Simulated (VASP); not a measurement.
# ScAl (Pm-3m) in VASP: further runs, part 2 of 2

VASP 6.6.1.

### 4 Single point, r2SCAN (16.83 Å³/atom)

This run uses another cell than the first one, of 16.83 Å³/atom.

POSCAR reads:

```
ScAl
1.0
    3.2285498669      0.0000000000      0.0000000000
    0.0000000000      3.2285498669      0.0000000000
    0.0000000000      0.0000000000      3.2285498669
Sc Al
1 1
Direct
    0.5000000000      0.5000000000      0.5000000000
    0.0000000000      0.0000000000      0.0000000000
```

INCAR.step1 reads:

```
SYSTEM = ScAl
PREC = Accurate
ENCUT = 520
ISMEAR = 0
SIGMA = 0.1
LREAL = .FALSE.
LASPH = .TRUE.
NELM = 80
NBANDS = 14
GGA = PE
ALGO = Normal
EDIFF = 1E-4
LWAVE = .TRUE.
LCHARG = .FALSE.
```

INCAR.step2 reads:

```
SYSTEM = ScAl
PREC = Accurate
ENCUT = 520
EDIFF = 1E-7
ISMEAR = 0
SIGMA = 0.1
LREAL = .FALSE.
LASPH = .TRUE.
NELM = 80
ALGO = Normal
ISIF = 2
LWAVE = .FALSE.
LCHARG = .FALSE.
METAGGA = R2SCAN
LMIXTAU = .TRUE.
NBANDS = 14
ISTART = 1
```

KPOINTS reads:

```
regular mesh
0
G
  12 12 12
  0 0 0
```

Potentials or basis: VASP PAW PBE potentials, release 64 (Sc_sv, Al).

Started as:

```console
$ cat potpaw_PBE.64/Sc_sv/POTCAR potpaw_PBE.64/Al/POTCAR > POTCAR
$ cp INCAR.step1 INCAR
$ mpirun -np 1 vasp_std > vasp.out
$ cp INCAR.step2 INCAR
$ mpirun -np 1 vasp_std > vasp.out
```

OUTCAR:

```text
SYSTEM = ScAl
   PREC = Accurate
   ENCUT = 520
   EDIFF = 1E-7
   ISMEAR = 0
   LREAL = .FALSE.
   LASPH = .TRUE.
   NELM = 80
   ISIF = 2
   METAGGA = R2SCAN
   ISTART = 1

 ion  position               nearest neighbor table
   1  0.500  0.500  0.500-   2 2.80   2 2.80   2 2.80   2 2.80   2 2.80   2 2.80   2 2.80   2 2.80

   2  0.000  0.000  0.000-   1 2.80   1 2.80   1 2.80   1 2.80   1 2.80   1 2.80   1 2.80   1 2.80

  LATTYP: Found a simple cubic cell.
 ALAT       =     3.2285498669

  Lattice vectors:

 A1 = (   3.2285498669,   0.0000000000,   0.0000000000)
 A2 = (   0.0000000000,   3.2285498669,   0.0000000000)
 A3 = (   0.0000000000,   0.0000000000,   3.2285498669)

Analysis of symmetry for initial positions (statically):
=====================================================================
 Subroutine PRICEL returns:
 Original cell was already a primitive cell.

 Routine SETGRP: Setting up the symmetry group for a
 simple cubic supercell.

 Subroutine GETGRP returns: Found 48 space group operations
 (whereof 48 operations were pure point group operations)
 out of a pool of 48 trial point group operations.

The static configuration has the point symmetry O_h .

Analysis of symmetry for dynamics (positions and initial velocities):
=====================================================================
 Subroutine PRICEL returns:
 Original cell was already a primitive cell.

 Routine SETGRP: Setting up the symmetry group for a
 simple cubic supercell.

 Subroutine GETGRP returns: Found 48 space group operations
 (whereof 48 operations were pure point group operations)
 out of a pool of 48 trial point group operations.

The dynamic configuration has the point symmetry O_h .

 Subroutine INISYM returns: Found 48 space group operations
 (whereof 48 operations are pure point group operations),
 and found     1 'primitive' translations

----------------------------------------------------------------------------------------

                                     Primitive cell

  volume of cell :      33.6529

  direct lattice vectors                    reciprocal lattice vectors
     3.228549867  0.000000000  0.000000000     0.309736582  0.000000000  0.000000000
     0.000000000  3.228549867  0.000000000     0.000000000  0.309736582  0.000000000
     0.000000000  0.000000000  3.228549867     0.000000000  0.000000000  0.309736582

  length of vectors
     3.228549867  3.228549867  3.228549867     0.309736582  0.309736582  0.309736582

  position of ions in fractional coordinates (direct lattice)
     0.500000000  0.500000000  0.500000000
     0.000000000  0.000000000  0.000000000

  ion indices of the primitive-cell ions
   primitive index   ion index
                 1           1
                 2           2

----------------------------------------------------------------------------------------

 KPOINTS: regular mesh

Automatic generation of k-mesh.
 Grid dimensions read from file:
 generate k-points for:   12   12   12

 Generating k-lattice:

  Cartesian coordinates                     Fractional coordinates (reciprocal lattice)
     0.025811382  0.000000000  0.000000000     0.083333333  0.000000000  0.000000000
     0.000000000  0.025811382  0.000000000     0.000000000  0.083333333  0.000000000
     0.000000000  0.000000000  0.025811382     0.000000000  0.000000000  0.083333333

[... 40 lines left out ...]
   total plane-waves  NPLWV =  13824
   dimension x,y,z NGX =    24 NGY =   24 NGZ =   24
   dimension x,y,z NGXF=    48 NGYF=   48 NGZF=   48
   ions per type =               1   1
   NGX,Y,Z   is equivalent  to a cutoff of  12.36, 12.36, 12.36 a.u.
   NGXF,Y,Z  is equivalent  to a cutoff of  24.72, 24.72, 24.72 a.u.
 SYSTEM =  ScAl
   PREC   = accura    normal or accurate (medium, high low for compatibility)
   ISTART =      1    job   : 0-new  1-cont  2-samecut
   ICHARG =      0    charge: 1-file 2-atom 10-const
   ISPIN  =      1    spin polarized calculation?
   LNONCOLLINEAR =      F non collinear calculations
   LSORBIT =      F    spin-orbit coupling
   LASPH  =      T    aspherical Exc in radial PAW
   ENCUT  =  520.0 eV  38.22 Ry    6.18 a.u.   6.00  6.00  6.00*2*pi/ulx,y,z
   NELM   =     80;   NELMIN=  2; NELMDL=  0     # of ELM steps
   EDIFF  = 0.1E-06   stopping-criterion for ELM
   LREAL  =      F    real-space projection
   EDIFFG = 0.1E-05   stopping-criterion for IOM
   NSW    =      0    number of steps for IOM
   IBRION =     -1    ionic relax: 0-MD 1-quasi-New 2-CG
   NFREE  =      0    steps in history (QN), initial steepest desc. (CG)
   ISIF   =      2    stress and relaxation
   ISYM   =      2    0-nonsym 1-usesym 2-fastsym
   POTIM  = 0.5000    time-step for ionic-motion
   TEBEG  =    0.0;   TEEND  =   0.0 temperature during run
   PSTRESS=    0.0 pullay stress
   NELECT =      14.0000    total number of electrons
   NUPDOWN=      -1.0000    fix difference up-down
   EMIN   =  10.00;   EMAX   =-10.00  energy-range for DOS
   EFERMI =   0.00;   METHOD = LEGACY
   ISMEAR =     0;   SIGMA  =   0.10  broadening in eV -4-tet -1-fermi 0-gaus
   EFERMI_NEDOS =   21; number of points for ismear=-14 and -15
   IALGO  =     38    algorithm
   IMIX   =      4    mixing-type and parameters
     AMIX     =   0.40;   BMIX     =  1.00
     AMIX_MAG =   1.60;   BMIX_MAG =  1.00
  volume/ion in A,a.u.               =      16.83       113.55
  Fermi-wavevector in a.u.,A,eV,Ry     =   1.222109  2.309452 20.320993  1.493551
  Thomas-Fermi vector in A             =   2.357268
   LORBIT       =      0    0 simple, 1 ext, 2 COOP (PROOUT), +10 PAW based schemes
   METAGGA = R2SCAN    functional components
   LHFCALC =     F    Hartree Fock is set to
   AEXX    =    0.0000 exact exchange contribution
   IVDW    =     0    specifies the selected vdW correction
   LEPSILON=     F    determine dielectric tensor
   LRPA    =     F    only Hartree local field effects (RPA)
 non-spin polarized calculation
 Gauss-broadening in eV      SIGMA  =   0.10
  energy-cutoff  :      520.00
  volume of cell :       33.65
 maximum number of plane-waves:       931
   NGX = 13   NGY = 13   NGZ = 13

 number of electron      14.0000004 magnetization

 Free energy of the ion-electron system (eV)
  ---------------------------------------------------
  ext. energy  EPLUGINS =         0.00000000
  ---------------------------------------------------
  free energy    TOTEN  =       -18.87822605 eV

  energy without entropy =      -18.87581232  energy(sigma->0) =      -18.87701919

 E-fermi :   7.1705     XC(G=0): -11.5919

 val. band max:        7.1041068493   @ k =   0.4167   0.4167   0.0833
 cond. band min:       7.1834705446   @ k =   0.5000   0.4167   0.1667
 fundamental gap:      0.0793636952
 Fermi energy:         7.1705437004

 k-point     1 :       0.0000    0.0000    0.0000
  band No.  band energies     occupation
      1     -44.0133      2.00000
      2     -21.6211      2.00000
      3     -21.6211      2.00000
      4     -21.6211      2.00000
      5      -2.3386      2.00000
      6       6.2382      2.00000
      7       6.2382      2.00000
      8      10.5591      0.00000
      9      10.5591      0.00000
     10      10.5591      0.00000
     11      11.7052      0.00000
     12      11.7052      0.00000
     13      11.7052      0.00000
     14      16.8696      0.00000
[... 377 lines left out ...]
      1     -43.9677      2.00000
      2     -21.8666      2.00000
      3     -21.8068      2.00000
      4     -21.5749      2.00000
      5       1.3442      2.00000
      6       4.1045      2.00000
      7       5.5625      2.00000
      8       7.5044      0.00000
      9       8.8525      0.00000
     10       9.3615      0.00000
     11      11.6471      0.00000
     12      13.3784      0.00000
     13      14.3393      0.00000
     14      16.0771      0.00000

 [... further k-points ...]

------------------------ aborting loop because EDIFF is reached ----------------------------------------

  FORCE on cell =-STRESS in cart. coord.  units (eV):
  Direction    XX          YY          ZZ          XY          YZ          ZX
  --------------------------------------------------------------------------------------
  -------------------------------------------------------------------------------------
  Total        2.9050376      2.9050376      2.9050376     -0.0000000     -0.0000000      0.0000000
  in kB      138.3056262    138.3056262    138.3056262     -0.0000000     -0.0000000      0.0000000
  external PRESSURE =     138.3056262 kB  Pullay stress =       0.0000000 kB

 VOLUME and BASIS-vectors are now :
 -----------------------------------------------------------------------------
  energy-cutoff  :      520.00
  volume of cell :       33.65
      direct lattice vectors                 reciprocal lattice vectors
     3.228549867  0.000000000  0.000000000     0.309736582  0.000000000  0.000000000
     0.000000000  3.228549867  0.000000000     0.000000000  0.309736582  0.000000000
     0.000000000  0.000000000  3.228549867     0.000000000  0.000000000  0.309736582

 POSITION                                       TOTAL-FORCE (eV/Angst)
 -----------------------------------------------------------------------------------
      1.61427      1.61427      1.61427         0.000000      0.000000      0.000000
      0.00000      0.00000      0.00000         0.000000      0.000000      0.000000
 -----------------------------------------------------------------------------------
    total drift:                                0.000000     -0.000000     -0.000000

  FREE ENERGIE OF THE ION-ELECTRON SYSTEM (eV)
  ---------------------------------------------------
  free  energy   TOTEN  =       -18.8782260543 eV

  energy  without entropy=      -18.8758123223  energy(sigma->0) =      -18.87701919
```

Wall time 37 s (1 thread of Intel Xeon 6975P-C (Granite Rapids), shared host); peak memory 0.17 GiB.

What came out:

* Free energy: -18.8782 eV
* Pressure: 13.8 GPa
* Band gap on the k mesh: zero (bands 7 and 8 overlap by 1.30 eV)

Caveat: the cell stands under pressure; the PAW data sets were made with another functional, which shifts forces and pressure a little.

### 5 Single point, r2SCAN (17.40 Å³/atom)

This run uses another cell than the first one, of 17.40 Å³/atom.

POSCAR reads:

```
ScAl
1.0
    3.2648287446      0.0000000000      0.0000000000
    0.0000000000      3.2648287446      0.0000000000
    0.0000000000      0.0000000000      3.2648287446
Sc Al
1 1
Direct
    0.5000000000      0.5000000000      0.5000000000
    0.0000000000      0.0000000000      0.0000000000
```

INCAR.step1 is that of step 4.

INCAR.step2 is that of step 4.

KPOINTS reads:

```
Automatic mesh
0
G
  12 12 12
  0 0 0
```

Started as:

```console
$ cat potpaw_PBE.64/Sc_sv/POTCAR potpaw_PBE.64/Al/POTCAR > POTCAR
$ cp INCAR.step1 INCAR
$ mpirun -np 1 vasp_std > vasp.out
$ cp INCAR.step2 INCAR
$ mpirun -np 1 vasp_std > vasp.out
```

Run time: 37 s. Hardware: 1 thread of Intel Xeon 6975P-C (Granite Rapids), shared host; peak memory 0.17 GiB.

The run converged. Its results:

| Quantity | Value |
| --- | --- |
| Free energy | -18.9622 eV |
| Pressure | 9.6 GPa |
| Band gap on the k mesh | zero (bands 7 and 8 overlap by 1.30 eV) |

Levels at points of the mesh, in eV from the Fermi level:
```csv
k point,band 4,band 5,band 6,band 7,band 8,band 9,band 10,band 11
"(0.00, 0.00, 0.00)",-28.90,-9.39,-0.86,-0.86,3.28,3.28,3.28,4.35
"(0.50, 0.00, 0.00)",-28.87,-6.15,-5.12,0.32,0.99,0.99,3.56,4.56
"(0.50, 0.50, 0.00)",-28.85,-5.15,-2.12,-2.12,-0.89,1.83,1.83,4.40
"(0.50, 0.50, 0.50)",-29.08,-2.99,-2.99,-2.99,0.22,3.27,3.27,3.27
```

Caveat: the cell stands under pressure; the PAW data sets were made with another functional, which shifts forces and pressure a little.

### 6 The runs side by side

```csv
task,cell,k mesh,cutoff (eV),gap on the mesh (eV),pressure (GPa)
single point,"a = 3.571 Å, 2 atoms",16 × 16 × 16,520,none,-9.9
relaxation of cell and atoms,"relaxed from a = 3.370 Å, 2 atoms",12 × 12 × 12,600,none,0.0
single point,"a = 3.229 Å, 2 atoms",12 × 12 × 12,520,none,13.8
single point,"a = 3.265 Å, 2 atoms",12 × 12 × 12,520,none,9.6
```

Alike in all rows: level r2SCAN; potentials or basis VASP PAW PBE potentials, release 64 (Sc_sv, Al); no spin polarisation; smearing gaussian 0.1 eV.

Caveats: the PAW data sets were made with another functional, which shifts forces and pressure a little; the cell stands under pressure (at least some runs); the cell stands under tension (at least some runs).

Absolute energies hang on the potentials; compare differences alone.
